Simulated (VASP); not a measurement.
# Pt (Im-3m) in VASP: notebook

The runs below take Pt through single point, with r2SCAN.

All numbers are computed with VASP 6.6.1; they aren't measurements. Logs are shortened: lines on timing, memory, paths and dates and some standing lists are left out, and cuts for length are marked.

### Step 1. The cell of the first run

It takes space group Im-3m (No. 229, cubic). Conventional cell: a = 3.231 Å, b = 3.231 Å, c = 3.231 Å, α = 90.00°, β = 90.00°, γ = 90.00°. Within 3.7 Å of Pt (site symmetry m-3m) lie 14 Pt at 2.80 to 3.23 Å.

### Step 2. Single point, r2SCAN

POSCAR

```
Pt
1.0
   -1.6152910255      1.6152910255      1.6152910255
    1.6152910255     -1.6152910255      1.6152910255
    1.6152910255      1.6152910255     -1.6152910255
Pt
1
Direct
    0.0000000000      0.0000000000      0.0000000000
```

INCAR.step1

```
SYSTEM = Pt
PREC = Accurate
ENCUT = 550
ISMEAR = -1
SIGMA = 0.05
LREAL = .False.
LASPH = .True.
NELM = 120
NBANDS = 15
GGA = PE
ALGO = Normal
EDIFF = 1E-5
LWAVE = .True.
LCHARG = .False.
GGA_COMPAT = .False.
```

INCAR.step2

```
SYSTEM = Pt
PREC = Accurate
ENCUT = 550
EDIFF = 1E-6
ISMEAR = -1
SIGMA = 0.05
LREAL = .False.
LASPH = .True.
NELM = 120
ALGO = Normal
ISIF = 2
LWAVE = .False.
LCHARG = .False.
METAGGA = R2SCAN
LMIXTAU = .True.
NBANDS = 15
ISTART = 1
GGA_COMPAT = .False.
```

KPOINTS

```
Automatic mesh
0
Gamma
  12 12 12
  0 0 0
```

Potentials or basis: VASP PAW PBE potentials, release 64 (Pt_sv_GW).

On the command line:

```console
cat potpaw_PBE.64/Pt_sv_GW/POTCAR > POTCAR
cp INCAR.step1 INCAR
mpirun -np 1 vasp_std > vasp.out
cp INCAR.step2 INCAR
mpirun -np 1 vasp_std > vasp.out
```

OUTCAR:

```text
SYSTEM = Pt
   PREC = Accurate
   ENCUT = 550
   EDIFF = 1E-6
   ISMEAR = -1
   LREAL = .False.
   LASPH = .True.
   NELM = 120
   ISIF = 2
   METAGGA = R2SCAN
   ISTART = 1

 ion  position               nearest neighbor table
   1  0.000  0.000  0.000-

  LATTYP: Found a body centered cubic cell.
 ALAT       =     3.2305820510

  Lattice vectors:

 A1 = (  -1.6152910255,   1.6152910255,   1.6152910255)
 A2 = (   1.6152910255,  -1.6152910255,   1.6152910255)
 A3 = (   1.6152910255,   1.6152910255,  -1.6152910255)

Analysis of symmetry for initial positions (statically):
=====================================================================
 Subroutine PRICEL returns:
 Original cell was already a primitive cell.

 Routine SETGRP: Setting up the symmetry group for a
 body centered cubic supercell.

 Subroutine GETGRP returns: Found 48 space group operations
[... 9 lines left out ...]

 Routine SETGRP: Setting up the symmetry group for a
 body centered cubic supercell.

 Subroutine GETGRP returns: Found 48 space group operations
[... 11 lines left out ...]
                                     Primitive cell

  volume of cell :      16.8582

  direct lattice vectors                    reciprocal lattice vectors
    -1.615291025  1.615291025  1.615291025     0.000000000  0.309541743  0.309541743
     1.615291025 -1.615291025  1.615291025     0.309541743  0.000000000  0.309541743
     1.615291025  1.615291025 -1.615291025     0.309541743  0.309541743  0.000000000

  length of vectors
     2.797766125  2.797766125  2.797766125     0.437758132  0.437758132  0.437758132

  position of ions in fractional coordinates (direct lattice)
     0.000000000  0.000000000  0.000000000

  ion indices of the primitive-cell ions
   primitive index   ion index
                 1           1

----------------------------------------------------------------------------------------

 KPOINTS: Automatic mesh

Automatic generation of k-mesh.
 Grid dimensions read from file:
 generate k-points for:   12   12   12

 Generating k-lattice:

  Cartesian coordinates                     Fractional coordinates (reciprocal lattice)
     0.000000000  0.025795145  0.025795145     0.083333333  0.000000000  0.000000000
     0.025795145  0.000000000  0.025795145     0.000000000  0.083333333  0.000000000
     0.025795145  0.025795145  0.000000000     0.000000000  0.000000000  0.083333333

  Length of vectors
     0.036479844  0.036479844  0.036479844

  Shift w.r.t. Gamma in fractional coordinates (k-lattice)
     0.000000000  0.000000000  0.000000000

 Subroutine IBZKPT returns following result:
 ===========================================

 Found     72 irreducible k-points:

 Following reciprocal coordinates:
            Coordinates               Weight
  0.000000  0.000000  0.000000      1.000000
  0.083333  0.000000  0.000000     12.000000
  0.166667  0.000000  0.000000     12.000000
  0.250000  0.000000  0.000000     12.000000
  0.333333  0.000000  0.000000     12.000000
  0.416667  0.000000  0.000000     12.000000
[... 16 lines left out ...]
  0.333333  0.083333  0.083333     24.000000
  0.416667  0.083333  0.083333     12.000000
 [... further k-points ...]
   k-points           NKPTS =     72   k-points in BZ     NKDIM =     72   number of bands    NBANDS=     15
   number of dos      NEDOS =    301   number of ions     NIONS =      1
   total plane-waves  NPLWV =  13824
   dimension x,y,z NGX =    24 NGY =   24 NGZ =   24
   dimension x,y,z NGXF=    48 NGYF=   48 NGZF=   48
   ions per type =               1
   NGX,Y,Z   is equivalent  to a cutoff of  14.26, 14.26, 14.26 a.u.
   NGXF,Y,Z  is equivalent  to a cutoff of  28.52, 28.52, 28.52 a.u.
 SYSTEM =  Pt
   PREC   = accura    normal or accurate (medium, high low for compatibility)
   ISTART =      1    job   : 0-new  1-cont  2-samecut
   ICHARG =      0    charge: 1-file 2-atom 10-const
   ISPIN  =      1    spin polarized calculation?
   LNONCOLLINEAR =      F non collinear calculations
   LSORBIT =      F    spin-orbit coupling
   LASPH  =      T    aspherical Exc in radial PAW
   ENCUT  =  550.0 eV  40.42 Ry    6.36 a.u.   5.35  5.35  5.35*2*pi/ulx,y,z
   NELM   =    120;   NELMIN=  2; NELMDL=  0     # of ELM steps
   EDIFF  = 0.1E-05   stopping-criterion for ELM
   LREAL  =      F    real-space projection
   EDIFFG = 0.1E-04   stopping-criterion for IOM
   NSW    =      0    number of steps for IOM
   IBRION =     -1    ionic relax: 0-MD 1-quasi-New 2-CG
   NFREE  =      0    steps in history (QN), initial steepest desc. (CG)
   ISIF   =      2    stress and relaxation
   ISYM   =      2    0-nonsym 1-usesym 2-fastsym
   POTIM  = 0.5000    time-step for ionic-motion
   TEBEG  =    0.0;   TEEND  =   0.0 temperature during run
   PSTRESS=    0.0 pullay stress
   NELECT =      18.0000    total number of electrons
   NUPDOWN=      -1.0000    fix difference up-down
   EMIN   =  10.00;   EMAX   =-10.00  energy-range for DOS
   EFERMI =   0.00;   METHOD = LEGACY
   ISMEAR =    -1;   SIGMA  =   0.05  broadening in eV -4-tet -1-fermi 0-gaus
   EFERMI_NEDOS =   21; number of points for ismear=-14 and -15
   IALGO  =     38    algorithm
   IMIX   =      4    mixing-type and parameters
     AMIX     =   0.40;   BMIX     =  1.00
     AMIX_MAG =   1.60;   BMIX_MAG =  1.00
  volume/ion in A,a.u.               =      16.86       113.77
  Fermi-wavevector in a.u.,A,eV,Ry     =   1.673253  3.161989 38.093250  2.799775
  Thomas-Fermi vector in A             =   2.758257
   LORBIT       =      0    0 simple, 1 ext, 2 COOP (PROOUT), +10 PAW based schemes
   METAGGA = R2SCAN    functional components
   LHFCALC =     F    Hartree Fock is set to
   AEXX    =    0.0000 exact exchange contribution
   IVDW    =     0    specifies the selected vdW correction
   LEPSILON=     F    determine dielectric tensor
   LRPA    =     F    only Hartree local field effects (RPA)
 non-spin polarized calculation
  energy-cutoff  :      550.00
  volume of cell :       16.86
 maximum number of plane-waves:       531
 NGX is ok and might be reduce to    24
   NGX = 11   NGY = 11   NGZ = 11

 number of electron      18.0000000 magnetization

 Free energy of the ion-electron system (eV)
  ---------------------------------------------------
  ext. energy  EPLUGINS =         0.00000000
  ---------------------------------------------------
  free energy    TOTEN  =       -51.25115637 eV

  energy without entropy =      -51.24437988  energy(sigma->0) =      -51.24776813

 E-fermi :   8.3378     XC(G=0): -14.3981

 val. band max:        8.2970643634   @ k =   0.5000   0.5000   0.4167
 cond. band min:       8.3679661161   @ k =  -0.4167  -0.4167   0.1667
 fundamental gap:      0.0709017527
 Fermi energy:         8.3377987067

 k-point     1 :       0.0000    0.0000    0.0000
  band No.  band energies     occupation
      1     -91.6393      2.00000
      2     -45.0752      2.00000
      3     -45.0752      2.00000
      4     -45.0752      2.00000
      5      -0.6212      2.00000
      6       5.1324      2.00000
      7       5.1324      2.00000
      8       5.1324      2.00000
      9       7.3910      2.00000
     10       7.3910      2.00000
     11      26.3699      0.00000
     12      26.3699      0.00000
     13      26.3699      0.00000
     14      35.7155      0.00000
     15      35.7157      0.00000

 k-point     2 :       0.0833    0.0000    0.0000
  band No.  band energies     occupation
      1     -91.6359      2.00000
      2     -45.0972      2.00000
      3     -45.0823      2.00000
      4     -45.0736      2.00000
      5      -0.3452      2.00000
      6       5.0330      2.00000
      7       5.1350      2.00000
      8       5.3453      2.00000
      9       7.2709      2.00000
     10       7.3978      2.00000
     11      26.4655      0.00000
     12      26.4839      0.00000
     13      26.7567      0.00000
     14      33.0639      0.00000
     15      33.2908      0.00000

 k-point     3 :       0.1667    0.0000    0.0000
  band No.  band energies     occupation
      1     -91.6318      2.00000
      2     -45.1610      2.00000
      3     -45.1051      2.00000
      4     -45.0734      2.00000
      5       0.4262      2.00000
      6       4.7711      2.00000
      7       5.1243      2.00000
      8       5.9604      2.00000
      9       7.0594      2.00000
     10       7.4234      2.00000
     11      25.8379      0.00000
     12      26.2773      0.00000
     13      27.8538      0.00000
     14      31.1010      0.00000
     15      31.5780      0.00000

 k-point     4 :       0.2500    0.0000    0.0000
  band No.  band energies     occupation
      1     -91.6258      2.00000
      2     -45.2472      2.00000
      3     -45.1358      2.00000
      4     -45.0728      2.00000
      5       1.4482      2.00000
      6       4.4344      2.00000
      7       5.2248      2.00000
      8       6.8991      2.00000
      9       7.0101      2.00000
     10       7.4770      2.00000
     11      23.0115      0.00000
     12      25.1316      0.00000
     13      29.4821      0.00000
     14      29.8276      0.00000
     15      31.1670      0.00000
[... 307 lines left out ...]
 k-point    22 :       0.2500    0.0833    0.0833
  band No.  band energies     occupation
      1     -91.6186      2.00000
      2     -45.3361      2.00000
      3     -45.1637      2.00000
      4     -45.0931      2.00000
      5       2.6541      2.00000
      6       4.0813      2.00000
      7       5.1141      2.00000
      8       7.2292      2.00000
      9       7.5524      2.00000
     10       9.2335      0.00000
     11      19.3017      0.00000
     12      23.3419      0.00000
     13      24.0966      0.00000
     14      30.3909      0.00000
     15      35.0752      0.00000

 k-point    23 :       0.3333    0.0833    0.0833
  band No.  band energies     occupation
      1     -91.6147      2.00000
      2     -45.3778      2.00000
      3     -45.1958      2.00000
      4     -45.0938      2.00000
      5       2.7498      2.00000
      6       3.8934      2.00000
      7       6.3367      2.00000
      8       7.3311      2.00000
      9       7.6387      2.00000
     10      10.7475      0.00000
     11      16.0327      0.00000
     12      22.4499      0.00000
     13      22.9275      0.00000
     14      32.0496      0.00000
     15      34.0884      0.00000

 k-point    24 :       0.4167    0.0833    0.0833
  band No.  band energies     occupation
      1     -91.6136      2.00000
      2     -45.3930      2.00000
      3     -45.2082      2.00000
      4     -45.0942      2.00000
      5       2.7174      2.00000
      6       3.8284      2.00000
      7       7.0598      2.00000
      8       7.3460      2.00000
      9       7.6694      2.00000
     10      11.8739      0.00000
     11      14.1782      0.00000
     12      22.1337      0.00000
     13      22.4253      0.00000
     14      32.8164      0.00000
     15      33.6223      0.00000

 [... further k-points ...]
[... 5 lines left out ...]
  --------------------------------------------------------------------------------------
  -------------------------------------------------------------------------------------
  Total       -2.0678394     -2.0678394     -2.0678394      0.0000000     -0.0000000      0.0000000
  in kB     -196.5237587   -196.5237587   -196.5237587      0.0000000     -0.0000000      0.0000000
  external PRESSURE =    -196.5237587 kB  Pullay stress =       0.0000000 kB

 VOLUME and BASIS-vectors are now :
 -----------------------------------------------------------------------------
  energy-cutoff  :      550.00
  volume of cell :       16.86
      direct lattice vectors                 reciprocal lattice vectors
    -1.615291025  1.615291025  1.615291025     0.000000000  0.309541743  0.309541743
     1.615291025 -1.615291025  1.615291025     0.309541743  0.000000000  0.309541743
     1.615291025  1.615291025 -1.615291025     0.309541743  0.309541743  0.000000000

 POSITION                                       TOTAL-FORCE (eV/Angst)
 -----------------------------------------------------------------------------------
      0.00000      0.00000      0.00000         0.000000     -0.000000      0.000000
 -----------------------------------------------------------------------------------
    total drift:                                0.000000      0.000000     -0.000000

  FREE ENERGIE OF THE ION-ELECTRON SYSTEM (eV)
  ---------------------------------------------------
  free  energy   TOTEN  =       -51.2511563700 eV

  energy  without entropy=      -51.2443798825  energy(sigma->0) =      -51.24776813
```

Run time: 53 s. Hardware: 1 thread of Intel Xeon Platinum 8375C at 2.90GHz (Ice Lake), shared host; peak memory 0.16 GiB.

What came out:

```
Free energy            : -51.2512 eV
Pressure               : -19.7 GPa
Band gap on the k mesh : zero (band 9 reaches 9.32 eV, above the bottom of band 10 at 7.25 eV)
```

Caveat: the PAW data sets were made with another functional, which shifts forces and pressure a little; spin-orbit coupling is left out, which moves the levels of the heavy elements.

### Step 3. Single point, r2SCAN

This run uses another cell than the first one, of 16.22 Å³/atom, 0.962 times its volume.

POSCAR

```
Pt
1.0
   -1.5947118289      1.5947118289      1.5947118289
    1.5947118289     -1.5947118289      1.5947118289
    1.5947118289      1.5947118289     -1.5947118289
Pt
1
Direct
    0.0000000000      0.0000000000      0.0000000000
```

INCAR.step1

```
PREC = Accurate
ENCUT = 550
ISMEAR = -1
SIGMA = 0.05
LREAL = False
LASPH = True
NELM = 120
NBANDS = 15
GGA = PE
ALGO = Normal
EDIFF = 1E-5
LWAVE = True
LCHARG = False
GGA_COMPAT = False
```

INCAR.step2

```
PREC = Accurate
ENCUT = 550
EDIFF = 1E-6
ISMEAR = -1
SIGMA = 0.05
LREAL = False
LASPH = True
NELM = 120
ALGO = Normal
ISIF = 2
LWAVE = False
LCHARG = False
METAGGA = R2SCAN
LMIXTAU = True
NBANDS = 15
ISTART = 1
GGA_COMPAT = False
```

KPOINTS

```
Automatic mesh
0
Gamma
  12 12 12
```

Potentials or basis: VASP PAW PBE potentials, release 64 (Pt_sv_GW).

On the command line:

```console
cat potpaw_PBE.64/Pt_sv_GW/POTCAR > POTCAR
cp INCAR.step1 INCAR
mpirun -np 1 vasp_std > vasp.out
cp INCAR.step2 INCAR
mpirun -np 1 vasp_std > vasp.out
```

Wall time 59 s (1 thread of AMD EPYC 9R45 (Zen 5), shared host); peak memory 0.13 GiB.

Results (log left out):

| Item | Value |
| --- | --- |
| Free energy | -51.3092 eV |
| Pressure | -12.9 GPa |
| Band gap on the k mesh | zero (band 9 reaches 10.02 eV, above the bottom of band 10 at 7.80 eV) |

Levels at points of the mesh, in eV from the Fermi level:
| k point | band 7 | band 8 | band 9 | band 10 | band 11 | band 12 |
| --- | --- | --- | --- | --- | --- | --- |
| (0.00, 0.00, 0.00) | -3.40 | -3.40 | -1.00 | -1.00 | 18.05 | 18.05 |
| (0.50, 0.00, 0.00) | -1.17 | -0.71 | 0.65 | 1.11 | 6.48 | 14.09 |
| (0.50, 0.50, 0.50) | 0.59 | 0.59 | 0.59 | 8.12 | 8.12 | 8.12 |

Caveat: the PAW data sets were made with another functional, which shifts forces and pressure a little; spin-orbit coupling is left out, which moves the levels of the heavy elements.
